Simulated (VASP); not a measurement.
# TaN (P-6m2) in VASP: a series of runs, part 2 of 2

VASP 6.6.1. Earlier steps stand in the parts before.

### Step 4. Single point, LDA, non-collinear spin, zero start, spin-orbit coupling

This run uses another cell than the first one, of 10.78 Å³/atom, 1.033 times its volume.

Input file INCAR:

```
SYSTEM = TaN
PREC     = Accurate       ! precision mode
ENCUT    = 520            ! plane-wave cutoff, eV
EDIFF    = 1E-6           ! SCF threshold, eV
ISMEAR   = -1             ! smearing method
SIGMA    = 0.05           ! smearing width, eV
LREAL    = .False.        ! projectors in reciprocal space
LASPH    = .True.         ! aspherical terms in the spheres
NELM     = 150            ! most SCF steps
ALGO     = Normal         ! electronic algorithm
ISIF     = 2              ! what is computed and relaxed
LWAVE    = .False.        ! write WAVECAR
LCHARG   = .False.        ! write CHGCAR
MAGMOM   = 0 0 0 0 0 0    ! initial moments
LORBIT   = 11             ! projections on sites
LSORBIT  = .True.         ! spin-orbit coupling
GGA_COMPAT= .False.      
LORBMOM  = .True.       
LMAXMIX  = 4              ! l up to which the mixer works
NBANDS   = 28             ! bands
```

Input file KPOINTS:

```
Automatic mesh
0
Gamma
  7 7 7
  0 0 0
```

Input file POSCAR:

```
TaN
1.0
    2.9380011100      0.0000000000      0.0000000000
   -1.4690005500      2.5443836000      0.0000000000
    0.0000000000      0.0000000000      2.8830022100
Ta N
1 1
Direct
    0.3333333333      0.6666666667      0.5000000000
    0.0000000000      0.0000000000      0.0000000000
```

Potentials or basis: VASP PAW LDA potentials, release 64 (Ta_pv, N).

Run with:

```
$ cat potpaw_LDA.64/Ta_pv/POTCAR potpaw_LDA.64/N/POTCAR > POTCAR
$ mpirun -np 1 vasp_ncl > vasp.out
```

OUTCAR:

```text
SYSTEM = TaN
   PREC = Accurate
   ENCUT = 520
   EDIFF = 1E-6
   ISMEAR = -1
   LREAL = .False.
   LASPH = .True.
   NELM = 150
   ISIF = 2
   LORBIT = 11
   LSORBIT = .True.

 ion  position               nearest neighbor table
   1  0.333  0.667  0.500-   2 2.23   2 2.23   2 2.23   2 2.23   2 2.23   2 2.23
   2  0.000  0.000  0.000-   1 2.23   1 2.23   1 2.23   1 2.23   1 2.23   1 2.23

  LATTYP: Found a hexagonal cell.
 ALAT       =     2.9380011100
 C/A-ratio  =     0.9812801636

  Lattice vectors:

 A1 = (   2.9380011100,   0.0000000000,   0.0000000000)
 A2 = (  -1.4690005500,   2.5443836000,   0.0000000000)
 A3 = (   0.0000000000,   0.0000000000,   2.8830022100)

Analysis of symmetry for initial positions (statically):
=====================================================================
 Subroutine PRICEL returns:
 Original cell was already a primitive cell.

 Routine SETGRP: Setting up the symmetry group for a
 hexagonal supercell.

 Subroutine GETGRP returns: Found 12 space group operations
 (whereof 12 operations were pure point group operations)
 out of a pool of 24 trial point group operations.

The static configuration has the point symmetry D_3h.

Analysis of symmetry for dynamics (positions and initial velocities):
=====================================================================
 Subroutine PRICEL returns:
 Original cell was already a primitive cell.

 Routine SETGRP: Setting up the symmetry group for a
 hexagonal supercell.

 Subroutine GETGRP returns: Found 12 space group operations
 (whereof 12 operations were pure point group operations)
 out of a pool of 24 trial point group operations.

The dynamic configuration has the point symmetry D_3h.

Analysis of structural, dynamic, and magnetic symmetry:
=====================================================================
 Subroutine PRICEL returns:
 Original cell was already a primitive cell.

 Routine SETGRP: Setting up the symmetry group for a
 hexagonal supercell.

 Subroutine GETGRP returns: Found 12 space group operations
 (whereof 12 operations were pure point group operations)
 out of a pool of 24 trial point group operations.

The overall configuration has the point symmetry D_3h.

 Subroutine INISYM returns: Found 12 space group operations
 (whereof 12 operations are pure point group operations),
 and found     1 'primitive' translations

----------------------------------------------------------------------------------------

                                     Primitive cell

  volume of cell :      21.5516

  direct lattice vectors                    reciprocal lattice vectors
     2.938001110  0.000000000  0.000000000     0.340367468  0.196511249  0.000000000
    -1.469000550  2.544383600  0.000000000     0.000000000  0.393022499  0.000000000
     0.000000000  0.000000000  2.883002210     0.000000000  0.000000000  0.346860643

  length of vectors
     2.938001110  2.938001110  2.883002210     0.393022499  0.393022499  0.346860643

  position of ions in fractional coordinates (direct lattice)
     0.333333333  0.666666667  0.500000000
     0.000000000  0.000000000  0.000000000

  ion indices of the primitive-cell ions
   primitive index   ion index
[... 883 lines left out ...]
  -------------------------------------------------------------------------------------
  Total       -1.1687683     -1.1687683     -1.4321029     -0.0000000     -0.0000000      0.0000000
  in kB      -86.8879406    -86.8879408   -106.4646169     -0.0000002     -0.0000000      0.0000000
  external PRESSURE =     -93.4134994 kB  Pullay stress =       0.0000000 kB

 VOLUME and BASIS-vectors are now :
 -----------------------------------------------------------------------------
  energy-cutoff  :      520.00
  volume of cell :       21.55
      direct lattice vectors                 reciprocal lattice vectors
     2.938001110  0.000000000  0.000000000     0.340367468  0.196511249  0.000000000
    -1.469000550  2.544383600  0.000000000     0.000000000  0.393022499  0.000000000
     0.000000000  0.000000000  2.883002210     0.000000000  0.000000000  0.346860643

 POSITION                                       TOTAL-FORCE (eV/Angst)
 -----------------------------------------------------------------------------------
      0.00000      1.69626      1.44150         0.000000     -0.000000      0.000000
      0.00000      0.00000      0.00000        -0.000000      0.000000      0.000000
 -----------------------------------------------------------------------------------
    total drift:                               -0.000000      0.000000      0.000000

  FREE ENERGIE OF THE ION-ELECTRON SYSTEM (eV)
  ---------------------------------------------------
  free  energy   TOTEN  =       -25.3780979477 eV

  energy  without entropy=      -25.3771331897  energy(sigma->0) =      -25.37761557

 orbital moment (x)

 # of ion     p       d       tot
 ----------------------------------------
  1         0.000   0.000   0.000
  2         0.000   0.000   0.000
 ----------------------------------------
            0.000   0.000   0.000

 orbital moment (y)

 # of ion     p       d       tot
 ----------------------------------------
  1         0.000  -0.000  -0.000
  2         0.000   0.000   0.000
 ----------------------------------------
            0.000  -0.000  -0.000

 orbital moment (z)

 # of ion     p       d       tot
 ----------------------------------------
  1         0.000   0.000   0.000
  2         0.000   0.000   0.000
 ----------------------------------------
            0.000   0.000   0.000

 Spin-Orbit-Coupling matrix elements

 Ion:    1  E_soc:     -1.3473644
 l=   1
     0.0000000    -0.2066438    -0.2097190
    -0.2066438     0.0000000    -0.2066438
    -0.2097190    -0.2066438     0.0000000
 l=   2
     0.0000000    -0.0030741     0.0000000    -0.0030741    -0.0182340
    -0.0030741     0.0000000    -0.0091587    -0.0018280    -0.0030741
     0.0000000    -0.0091587     0.0000000    -0.0091587     0.0000000
    -0.0030741    -0.0018280    -0.0091587     0.0000000    -0.0030741
    -0.0182340    -0.0030741     0.0000000    -0.0030741     0.0000000
 l=   3
     0.0000000     0.0000000     0.0000000     0.0000000     0.0000000     0.0000000     0.0000000
     0.0000000     0.0000000     0.0000000     0.0000000     0.0000000     0.0000000     0.0000000
     0.0000000     0.0000000     0.0000000     0.0000000     0.0000000     0.0000000     0.0000000
     0.0000000     0.0000000     0.0000000     0.0000000     0.0000000     0.0000000     0.0000000
     0.0000000     0.0000000     0.0000000     0.0000000     0.0000000     0.0000000     0.0000000
     0.0000000     0.0000000     0.0000000     0.0000000     0.0000000     0.0000000     0.0000000
     0.0000000     0.0000000     0.0000000     0.0000000     0.0000000     0.0000000     0.0000000

 Ion:    2  E_soc:     -0.0004944
 l=   1
     0.0000000    -0.0000838    -0.0000797
    -0.0000838     0.0000000    -0.0000838
    -0.0000797    -0.0000838     0.0000000
 l=   2
     0.0000000     0.0000000     0.0000000     0.0000000     0.0000000
     0.0000000     0.0000000     0.0000000     0.0000000     0.0000000
     0.0000000     0.0000000     0.0000000     0.0000000     0.0000000
     0.0000000     0.0000000     0.0000000     0.0000000     0.0000000
     0.0000000     0.0000000     0.0000000     0.0000000     0.0000000
 l=   3
     0.0000000     0.0000000     0.0000000     0.0000000     0.0000000     0.0000000     0.0000000
     0.0000000     0.0000000     0.0000000     0.0000000     0.0000000     0.0000000     0.0000000
     0.0000000     0.0000000     0.0000000     0.0000000     0.0000000     0.0000000     0.0000000
     0.0000000     0.0000000     0.0000000     0.0000000     0.0000000     0.0000000     0.0000000
     0.0000000     0.0000000     0.0000000     0.0000000     0.0000000     0.0000000     0.0000000
     0.0000000     0.0000000     0.0000000     0.0000000     0.0000000     0.0000000     0.0000000
     0.0000000     0.0000000     0.0000000     0.0000000     0.0000000     0.0000000     0.0000000

 total charge

# of ion       s       p       d       tot
------------------------------------------
    1        0.304   6.265   2.462   9.031
    2        1.215   2.474   0.000   3.689
--------------------------------------------------
tot          1.519   8.739   2.462  12.721

 magnetization (x)

# of ion       s       p       d       tot
------------------------------------------
    1        0.000  -0.000   0.000   0.000
    2       -0.000   0.000   0.000  -0.000
--------------------------------------------------
tot         -0.000  -0.000   0.000   0.000

 magnetization (y)

# of ion       s       p       d       tot
------------------------------------------
    1       -0.000   0.000   0.000  -0.000
    2        0.000   0.000   0.000   0.000
--------------------------------------------------
tot          0.000   0.000   0.000   0.000

 magnetization (z)

# of ion       s       p       d       tot
------------------------------------------
    1        0.000  -0.000   0.000   0.000
    2        0.000   0.000   0.000   0.000
--------------------------------------------------
tot          0.000  -0.000   0.000   0.000
```

Run time: 96 s. Hardware: 1 thread of Intel Xeon 8259CL, shared host; peak memory 0.2 GiB.

What came out:

| Property | Result |
| --- | --- |
| Free energy | -25.3781 eV |
| Pressure | -9.3 GPa |
| Net moment | 0.00 μB per cell |
| Valence electrons inside the program's atomic spheres | Ta 9.03; N 3.69 |

Stress tensor (GPa, compression positive):
```
 -8.69   0.00   0.00
  0.00  -8.69   0.00
  0.00   0.00 -10.65
```

Moments on the atoms (μB; x, y, z):
```
Ta  0.00 0.00 0.00
N   0.00 0.00 0.00
```

### Step 5. Overview

| task | spin | cell | cutoff (eV) | gap on the mesh (eV) | pressure (GPa) |
| --- | --- | --- | --- | --- | --- |
| single point | off | a = 2.908, b = 2.908, c = 2.850 Å, angles 90.0, 90.0, 120.0°, 2 atoms | 520 | none | 2.0 |
| relaxation of cell and atoms | off | relaxed from a = 2.938, b = 2.938, c = 2.883 Å, angles 90.0, 90.0, 120.0°, 2 atoms | 600 | none | 0.0 |
| single point | non-collinear, zero start, SOC | a = 2.938, b = 2.938, c = 2.883 Å, angles 90.0, 90.0, 120.0°, 2 atoms | 520 | - | -9.3 |

Alike in all rows: level LDA; potentials or basis VASP PAW LDA potentials, release 64 (Ta_pv, N); k mesh 7 × 7 × 7; smearing fermi-dirac 0.05 eV.

Caveats: spin-orbit coupling is left out, which moves the levels of the heavy elements (some runs).

Absolute energies hang on the potentials; compare differences alone.
